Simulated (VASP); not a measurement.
Here is a VASP 6.6.1 calculation.

INCAR

```
SYSTEM = Al2Pt
  PREC = Accurate
  ENCUT = 600
  EDIFF = 1E-6
  ISMEAR = 0
  SIGMA = 0.1
  LREAL = .FALSE.
  LASPH = .TRUE.
  NELM = 80
  ALGO = Normal
  ISIF = 3
  LWAVE = .FALSE.
  LCHARG = .FALSE.
  GGA = PE
  IBRION = 2
  NSW = 100
  EDIFFG = -0.01
```

Contents of KPOINTS:

```
regular mesh
0
G
  14 14 14
  0 0 0
```

Contents of POSCAR:

```
Al2Pt
1.0
    0.0000000000      2.9550000000      2.9550000000
    2.9550000000      0.0000000000      2.9550000000
    2.9550000000      2.9550000000      0.0000000000
Al Pt
2 1
Direct
    0.2500000000      0.2500000000      0.2500000000
    0.7500000000      0.7500000000      0.7500000000
    0.0000000000      0.0000000000      0.0000000000
```

Potentials or basis: VASP PAW PBE potentials, release 64 (Al, Pt).

Command:

```console
$ cat potpaw_PBE.64/Al/POTCAR potpaw_PBE.64/Pt/POTCAR > POTCAR
$ mpirun -np 1 vasp_std > vasp.out
```

Problem. Predict the space group after relaxing (to 0.05 Å).

Solution. Fm-3m (No. 225).

Problem. What does it give for the band gap on the k mesh?

Solution. Zero (band 8 reaches 11.51 eV, above the bottom of band 9 at 6.13 eV).

Problem. Estimate the relaxed volume.

Solution. 17.50 Å³/atom.

Problem. Estimate the relaxed cell.

Solution. a = 4.203 Å, b = 4.203 Å, c = 4.203 Å, α = 60.00°, β = 60.00°, γ = 60.00°.

Step by step:
```
step  energy change (eV)  largest force (eV/Å)  pressure (GPa)  volume (Å³)
   1              0.0000                0.0000            2.31        51.61
   2              0.0010                0.0000           -2.32        53.48
   3             -0.0063                0.0000            0.01        52.50
```

Caveat: spin-orbit coupling is left out, which moves the levels of the heavy elements. PBE usually gives volumes a little too large and moduli too small.
